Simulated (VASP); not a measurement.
Input of a VASP 6.6.1 run:

INCAR

```
SYSTEM = Te2Mo
ALGO = Normal
EDIFF = 1E-7
ENCUT = 520
GGA = PS
ISIF = 2
ISMEAR = 0
LASPH = .True.
LCHARG = .False.
LREAL = .False.
LWAVE = .False.
NBANDS = 20
NELM = 80
PREC = Accurate
SIGMA = 0.02
```

File KPOINTS:

```
k-points
0
Gamma
  12 12 2
  0 0 0
```

POSCAR

```
Te2Mo
1.0
    3.4910750445      0.0000000000      0.0000000000
   -1.7455375222      3.0233596750      0.0000000000
    0.0000000000      0.0000000000     18.0522165667
Te Mo
2 1
Direct
    0.3333333333      0.6666666667      0.9001019060
    0.3333333333      0.6666666667      0.0998980940
    0.0000000000      0.0000000000      0.0000000000
```

Potentials or basis: VASP PAW PBE potentials, release 64 (Te, Mo_sv).

Command:

```sh
$ cat potpaw_PBE.64/Te/POTCAR potpaw_PBE.64/Mo_sv/POTCAR > POTCAR
$ mpirun -np 1 vasp_std > vasp.out
```

What does it give for the band gap on the k mesh?

1.20 eV, direct.

Estimate the largest force.

0.030 eV/Å.

Forces on the atoms (eV/Å):
```
Te   0.000  0.000 -0.030
Te   0.000  0.000  0.030
Mo   0.000  0.000  0.000
```

Caveat: the cell differs from its parent crystal (strain along c alone, the other axes held: +3.0 %, then relaxed in part); the PAW data sets were made with another functional, which shifts forces and pressure a little; spin-orbit coupling is left out, which moves the levels of the heavy elements.
